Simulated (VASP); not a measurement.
# BaTiO3 (P4mm) in VASP: notebook

The runs below take BaTiO3 through single point, with r2SCAN.

Program: VASP 6.6.1. These are calculated values, not measurements. Logs are shortened: lines on timing, memory, paths and dates and some standing lists are left out, and cuts for length are marked.

## 1. The cell of the first run

It takes space group P4mm (No. 99, tetragonal). Conventional cell: a = 3.973 Å, b = 3.973 Å, c = 4.173 Å, α = 90.00°, β = 90.00°, γ = 90.00°. Ba (site symmetry 4mm) has 12 O at 2.80 to 2.96 Å and 8 Ti at 3.45 to 3.55 Å within 3.7 Å. Ti (site symmetry 4mm) has 6 O at 1.81 to 2.36 Å within 2.4 Å. O (site symmetry 2mm) has 2 Ti at 2.00 Å within 2.6 Å. O (site symmetry 4mm) has 2 Ti at 1.81 to 2.36 Å within 2.4 Å.

## 2. Single point, r2SCAN (strain along c alone, the other axes held: +1.5 %, then relaxed in part)

Input file POSCAR:

```
BaTiO3
1.0
    3.9727519242      0.0000000000      0.0000000000
    0.0000000000      3.9727519242      0.0000000000
    0.0000000000      0.0000000000      4.1730816481
Ba Ti O
1 1 3
Direct
    0.5000000000      0.5000000000      0.5884450683
    0.0000000000      0.0000000000      0.1071089104
    0.0000000000      0.5000000000      0.0617822244
    0.5000000000      0.0000000000      0.0617822244
    0.0000000000      0.0000000000      0.5408785625
```

Input file INCAR.step1:

```
PREC = Accurate
ENCUT = 520
ISMEAR = 0
SIGMA = 0.02
LREAL = F
LASPH = T
NELM = 80
NBANDS = 28
GGA = PE
ALGO = Normal
EDIFF = 1E-4
LWAVE = T
LCHARG = F
```

Input file INCAR.step2:

```
PREC = Accurate
ENCUT = 520
EDIFF = 1E-6
ISMEAR = 0
SIGMA = 0.02
LREAL = F
LASPH = T
NELM = 80
ALGO = Normal
ISIF = 2
LWAVE = F
LCHARG = F
METAGGA = R2SCAN
LMIXTAU = T
NBANDS = 28
ISTART = 1
```

Input file KPOINTS:

```
regular mesh
0
Gamma
  8 8 8
```

Potentials or basis: VASP PAW PBE potentials, release 64 (Ba_sv, Ti_sv, O).

Launch:

```console
$ cat potpaw_PBE.64/Ba_sv/POTCAR potpaw_PBE.64/Ti_sv/POTCAR potpaw_PBE.64/O/POTCAR > POTCAR
$ cp INCAR.step1 INCAR
$ mpirun -np 1 vasp_std > vasp.out
$ cp INCAR.step2 INCAR
$ mpirun -np 1 vasp_std > vasp.out
```

OUTCAR:

```text
PREC = Accurate
   ENCUT = 520
   EDIFF = 1E-6
   ISMEAR = 0
   LREAL = F
   LASPH = T
   NELM = 80
   ISIF = 2
   METAGGA = R2SCAN
   ISTART = 1

 ion  position               nearest neighbor table
   1  0.500  0.500  0.588-   3 2.80   4 2.80   4 2.80   3 2.80   5 2.82   5 2.82   5 2.82   5 2.82
                             3 2.96   4 2.96   3 2.96   4 2.96   2 3.45   2 3.45   2 3.45   2 3.45
   2  0.000  0.000  0.107-   5 1.81   4 2.00   3 2.00   3 2.00   4 2.00   5 2.36   1 3.45   1 3.45
                             1 3.45   1 3.45   1 3.55   1 3.55   1 3.55   1 3.55
   3  0.000  0.500  0.062-   2 2.00   2 2.00   1 2.80   1 2.80   1 2.96   1 2.96
   4  0.500  0.000  0.062-   2 2.00   2 2.00   1 2.80   1 2.80   1 2.96   1 2.96
   5  0.000  0.000  0.541-   2 1.81   2 2.36   1 2.82   1 2.82   1 2.82   1 2.82

  LATTYP: Found a simple tetragonal cell.
 ALAT       =     3.9727519242
 C/A-ratio  =     1.0504259334

  Lattice vectors:

 A1 = (   3.9727519242,   0.0000000000,   0.0000000000)
 A2 = (   0.0000000000,   3.9727519242,   0.0000000000)
 A3 = (   0.0000000000,   0.0000000000,   4.1730816481)

Analysis of symmetry for initial positions (statically):
=====================================================================
 Subroutine PRICEL returns:
 Original cell was already a primitive cell.

 Routine SETGRP: Setting up the symmetry group for a
 simple tetragonal supercell.

 Subroutine GETGRP returns: Found  8 space group operations
 (whereof  8 operations were pure point group operations)
 out of a pool of 16 trial point group operations.

The static configuration has the point symmetry C_4v.

Analysis of symmetry for dynamics (positions and initial velocities):
=====================================================================
 Subroutine PRICEL returns:
 Original cell was already a primitive cell.

 Routine SETGRP: Setting up the symmetry group for a
 simple tetragonal supercell.

 Subroutine GETGRP returns: Found  8 space group operations
 (whereof  8 operations were pure point group operations)
 out of a pool of 16 trial point group operations.

The dynamic configuration has the point symmetry C_4v.

 Subroutine INISYM returns: Found  8 space group operations
 (whereof  8 operations are pure point group operations),
 and found     1 'primitive' translations

----------------------------------------------------------------------------------------

                                     Primitive cell

  volume of cell :      65.8627

  direct lattice vectors                    reciprocal lattice vectors
     3.972751924  0.000000000  0.000000000     0.251714685  0.000000000  0.000000000
     0.000000000  3.972751924  0.000000000     0.000000000  0.251714685  0.000000000
     0.000000000  0.000000000  4.173081648     0.000000000  0.000000000  0.239631065

  length of vectors
     3.972751924  3.972751924  4.173081648     0.251714685  0.251714685  0.239631065

  position of ions in fractional coordinates (direct lattice)
     0.500000000  0.500000000  0.588445068
     0.000000000  0.000000000  0.107108910
     0.000000000  0.500000000  0.061782224
     0.500000000  0.000000000  0.061782224
     0.000000000  0.000000000  0.540878562

  ion indices of the primitive-cell ions
   primitive index   ion index
                 1           1
                 2           2
                 3           3
                 4           4
                 5           5

----------------------------------------------------------------------------------------

 KPOINTS: regular mesh

Automatic generation of k-mesh.
 Grid dimensions read from file:
 generate k-points for:    8    8    8

 Generating k-lattice:

  Cartesian coordinates                     Fractional coordinates (reciprocal lattice)
     0.031464336  0.000000000  0.000000000     0.125000000  0.000000000  0.000000000
     0.000000000  0.031464336  0.000000000     0.000000000  0.125000000  0.000000000
     0.000000000  0.000000000  0.029953883     0.000000000  0.000000000  0.125000000

  Length of vectors
     0.031464336  0.031464336  0.029953883

  Shift w.r.t. Gamma in fractional coordinates (k-lattice)
     0.000000000  0.000000000  0.000000000

 Subroutine IBZKPT returns following result:
 ===========================================

 Found     75 irreducible k-points:

 Following reciprocal coordinates:
            Coordinates               Weight
  0.000000  0.000000  0.000000      1.000000
  0.125000  0.000000  0.000000      4.000000
  0.250000  0.000000  0.000000      4.000000
  0.375000  0.000000  0.000000      4.000000
  0.500000  0.000000  0.000000      2.000000
  0.125000  0.125000  0.000000      4.000000
[... 16 lines left out ...]
  0.375000  0.125000  0.125000     16.000000
  0.500000  0.125000  0.125000      8.000000
 [... further k-points ...]
   k-points           NKPTS =     75   k-points in BZ     NKDIM =     75   number of bands    NBANDS=     28
   number of dos      NEDOS =    301   number of ions     NIONS =      5
   total plane-waves  NPLWV =  28800
   dimension x,y,z NGX =    30 NGY =   30 NGZ =   32
   dimension x,y,z NGXF=    60 NGYF=   60 NGZF=   64
   ions per type =               1   1   3
   NGX,Y,Z   is equivalent  to a cutoff of  12.55, 12.55, 12.75 a.u.
   NGXF,Y,Z  is equivalent  to a cutoff of  25.11, 25.11, 25.50 a.u.
 SYSTEM =  unknown system
   PREC   = accura    normal or accurate (medium, high low for compatibility)
   ISTART =      1    job   : 0-new  1-cont  2-samecut
   ICHARG =      0    charge: 1-file 2-atom 10-const
   ISPIN  =      1    spin polarized calculation?
   LNONCOLLINEAR =      F non collinear calculations
   LSORBIT =      F    spin-orbit coupling
   LASPH  =      T    aspherical Exc in radial PAW
   ENCUT  =  520.0 eV  38.22 Ry    6.18 a.u.   7.39  7.39  7.76*2*pi/ulx,y,z
   NELM   =     80;   NELMIN=  2; NELMDL=  0     # of ELM steps
   EDIFF  = 0.1E-05   stopping-criterion for ELM
   LREAL  =      F    real-space projection
   EDIFFG = 0.1E-04   stopping-criterion for IOM
   NSW    =      0    number of steps for IOM
   IBRION =     -1    ionic relax: 0-MD 1-quasi-New 2-CG
   NFREE  =      0    steps in history (QN), initial steepest desc. (CG)
   ISIF   =      2    stress and relaxation
   ISYM   =      2    0-nonsym 1-usesym 2-fastsym
   POTIM  = 0.5000    time-step for ionic-motion
   TEBEG  =    0.0;   TEEND  =   0.0 temperature during run
   PSTRESS=    0.0 pullay stress
   NELECT =      40.0000    total number of electrons
   NUPDOWN=      -1.0000    fix difference up-down
   EMIN   =  10.00;   EMAX   =-10.00  energy-range for DOS
   EFERMI =   0.00;   METHOD = LEGACY
   ISMEAR =     0;   SIGMA  =   0.02  broadening in eV -4-tet -1-fermi 0-gaus
   EFERMI_NEDOS =   21; number of points for ismear=-14 and -15
   IALGO  =     38    algorithm
   IMIX   =      4    mixing-type and parameters
     AMIX     =   0.40;   BMIX     =  1.00
     AMIX_MAG =   1.60;   BMIX_MAG =  1.00
  volume/ion in A,a.u.               =      13.17        88.89
  Fermi-wavevector in a.u.,A,eV,Ry     =   1.386378  2.619874 26.150985  1.922043
  Thomas-Fermi vector in A             =   2.510699
   LORBIT       =      0    0 simple, 1 ext, 2 COOP (PROOUT), +10 PAW based schemes
   METAGGA = R2SCAN    functional components
   LHFCALC =     F    Hartree Fock is set to
   AEXX    =    0.0000 exact exchange contribution
   IVDW    =     0    specifies the selected vdW correction
   LEPSILON=     F    determine dielectric tensor
   LRPA    =     F    only Hartree local field effects (RPA)
 non-spin polarized calculation
 Gauss-broadening in eV      SIGMA  =   0.02
  energy-cutoff  :      520.00
  volume of cell :       65.86
 maximum number of plane-waves:      1807
 NGX is ok and might be reduce to    30
   NGX = 15   NGY = 15   NGZ = 15

 number of electron      39.9999985 magnetization

 Free energy of the ion-electron system (eV)
  ---------------------------------------------------
  ext. energy  EPLUGINS =         0.00000000
  ---------------------------------------------------
  free energy    TOTEN  =       -74.26066801 eV

  energy without entropy =      -74.26066801  energy(sigma->0) =      -74.26066801

 E-fermi :   3.7598     XC(G=0): -11.7424

 val. band max:        3.5378891061   @ k =   0.5000   0.5000   0.5000
 cond. band min:       5.7428028962   @ k =   0.0000   0.0000   0.0000
 fundamental gap:      2.2049137900
 Fermi energy:         3.7598140290

 k-point     1 :       0.0000    0.0000    0.0000
  band No.  band energies     occupation
      1     -55.3002      2.00000
      2     -30.5910      2.00000
      3     -30.4474      2.00000
      4     -30.4474      2.00000
      5     -22.2765      2.00000
      6     -14.4761      2.00000
[... 20 lines left out ...]
     27       9.1587      0.00000
     28      11.2370      0.00000

 k-point     2 :       0.1250    0.0000    0.0000
  band No.  band energies     occupation
      1     -55.3000      2.00000
      2     -30.5906      2.00000
      3     -30.4566      2.00000
      4     -30.4471      2.00000
      5     -22.2586      2.00000
      6     -14.4809      2.00000
[... 20 lines left out ...]
     27       9.4577      0.00000
     28      11.6137      0.00000

 k-point     3 :       0.2500    0.0000    0.0000
  band No.  band energies     occupation
      1     -55.2995      2.00000
      2     -30.5898      2.00000
      3     -30.4788      2.00000
      4     -30.4463      2.00000
      5     -22.2147      2.00000
      6     -14.5379      2.00000
[... 20 lines left out ...]
     27      10.2041      0.00000
     28      12.1901      0.00000

 k-point     4 :       0.3750    0.0000    0.0000
  band No.  band energies     occupation
      1     -55.2991      2.00000
      2     -30.5889      2.00000
      3     -30.5008      2.00000
      4     -30.4456      2.00000
      5     -22.1700      2.00000
      6     -14.6338      2.00000
[... 20 lines left out ...]
     27      11.0969      0.00000
     28      12.1042      0.00000

 k-point     5 :       0.5000    0.0000    0.0000
  band No.  band energies     occupation
      1     -55.2989      2.00000
      2     -30.5885      2.00000
      3     -30.5099      2.00000
      4     -30.4452      2.00000
      5     -22.1511      2.00000
      6     -14.6795      2.00000
[... 20 lines left out ...]
     27      11.5633      0.00000
     28      12.0700      0.00000

 k-point     6 :       0.1250    0.1250    0.0000
  band No.  band energies     occupation
      1     -55.2998      2.00000
      2     -30.5903      2.00000
      3     -30.4565      2.00000
      4     -30.4561      2.00000
      5     -22.2415      2.00000
      6     -14.4754      2.00000
[... 463 lines left out ...]
      5     -22.2303      2.00000
      6     -14.4571      2.00000
[... 20 lines left out ...]
     27       9.9335      0.00000
     28      11.8676      0.00000

 k-point    22 :       0.2500    0.1250    0.1250
  band No.  band energies     occupation
      1     -55.2993      2.00000
      2     -30.5945      2.00000
      3     -30.4781      2.00000
      4     -30.4553      2.00000
      5     -22.1903      2.00000
      6     -14.4659      2.00000
[... 20 lines left out ...]
     27      10.5720      0.00000
     28      12.1802      0.00000

 k-point    23 :       0.3750    0.1250    0.1250
  band No.  band energies     occupation
      1     -55.2988      2.00000
      2     -30.5936      2.00000
      3     -30.5000      2.00000
      4     -30.4544      2.00000
      5     -22.1495      2.00000
      6     -14.5231      2.00000
[... 20 lines left out ...]
     27      11.4330      0.00000
     28      12.4667      0.00000

 k-point    24 :       0.5000    0.1250    0.1250
  band No.  band energies     occupation
      1     -55.2986      2.00000
      2     -30.5932      2.00000
      3     -30.5091      2.00000
      4     -30.4541      2.00000
      5     -22.1324      2.00000
      6     -14.5555      2.00000
[... 20 lines left out ...]
     27      11.8340      0.00000
     28      12.6144      0.00000

 [... further k-points ...]
[... 5 lines left out ...]
  --------------------------------------------------------------------------------------
  -------------------------------------------------------------------------------------
  Total        0.2052303      0.2052303      0.1354139      0.0000000      0.0000000      0.0000000
  in kB        4.9924339      4.9924339      3.2940786      0.0000000      0.0000000      0.0000000
  external PRESSURE =       4.4263155 kB  Pullay stress =       0.0000000 kB

 VOLUME and BASIS-vectors are now :
 -----------------------------------------------------------------------------
  energy-cutoff  :      520.00
  volume of cell :       65.86
      direct lattice vectors                 reciprocal lattice vectors
     3.972751924  0.000000000  0.000000000     0.251714685  0.000000000  0.000000000
     0.000000000  3.972751924  0.000000000     0.000000000  0.251714685  0.000000000
     0.000000000  0.000000000  4.173081648     0.000000000  0.000000000  0.239631065

 POSITION                                       TOTAL-FORCE (eV/Angst)
 -----------------------------------------------------------------------------------
      1.98638      1.98638      2.45563         0.000000     -0.000000     -0.033683
      0.00000      0.00000      0.44697         0.000000      0.000000     -0.184690
      0.00000      1.98638      0.25782         0.000000     -0.000000      0.022102
      1.98638      0.00000      0.25782         0.000000      0.000000      0.022102
      0.00000      0.00000      2.25713         0.000000     -0.000000      0.174169
 -----------------------------------------------------------------------------------
    total drift:                                0.000000      0.000000      0.000666

  FREE ENERGIE OF THE ION-ELECTRON SYSTEM (eV)
  ---------------------------------------------------
  free  energy   TOTEN  =       -74.2606680147 eV

  energy  without entropy=      -74.2606680147  energy(sigma->0) =      -74.26066801
```

Run time: 11 min. Hardware: 1 thread of Intel Xeon 8259CL, shared host; peak memory 0.28 GiB.

What came out:

```yaml
Free_energy: -74.2607 eV
Pressure: 0.4 GPa
Largest_force: 0.185 eV/Å
Band_gap_on_the_k_mesh: 2.20 eV (least direct gap 2.77 eV)
```

Forces on the atoms (eV/Å):
```
Ba   0.000  0.000 -0.034
Ti   0.000  0.000 -0.185
O    0.000  0.000  0.022
O    0.000  0.000  0.022
O    0.000  0.000  0.174
```

Stress tensor (GPa, compression positive):
```
0.50 0.00 0.00
0.00 0.50 0.00
0.00 0.00 0.33
```

Caveat: the cell differs from its parent crystal (strain along c alone, the other axes held: +1.5 %, then relaxed in part); the PAW data sets were made with another functional, which shifts forces and pressure a little; spin-orbit coupling is left out, which moves the levels of the heavy elements. A k mesh can miss the band edges.

[end of part 1 of 2]
